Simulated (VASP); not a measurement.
Crystal: PbS.

```
Pb S
1.0
     2.09373   -6.03098    0.00000
     2.09373    6.03098    0.00000
     0.00000    0.00000    4.30766
Pb S
2 2
Direct
  0.13056 0.86944 0.25000
  0.86944 0.13056 0.75000
  0.35480 0.64520 0.25000
  0.64520 0.35480 0.75000
```

Base run:

| Property | Result |
| --- | --- |
| Program | VASP 6.6.1 |
| Functional | PBE |
| Potentials or basis | VASP PAW PBE potentials, release 64 (Pb_d, S) |
| Cutoff | 520 eV |
| k mesh | 7 × 7 × 6 |
| Occupations | fermi-dirac, width 0.05 eV |
| Spin | no spin polarisation |

Its results: band gap on the k mesh 1.29 eV, indirect (least direct gap 1.43 eV); pressure 0.0 GPa; largest force 0.049 eV/Å.

Problem. The run is repeated on the same cell with these changes: functional from PBE to PBEsol; further incar settings from ALGO = Normal; EDIFF = 1e-06; NBANDS = 28 to ALGO = Normal; EDIFF = 1e-07; NBANDS = 28. What comes out?

Solution. Band gap on the k mesh 1.20 eV, indirect (least direct gap 1.33 eV); pressure -2.8 GPa; largest force 0.153 eV/Å.

Caveats: spin-orbit coupling is left out, which moves the levels of the heavy elements; the PAW data sets were made with another functional, which shifts forces and pressure a little (some runs).

A k mesh can miss the band edges.
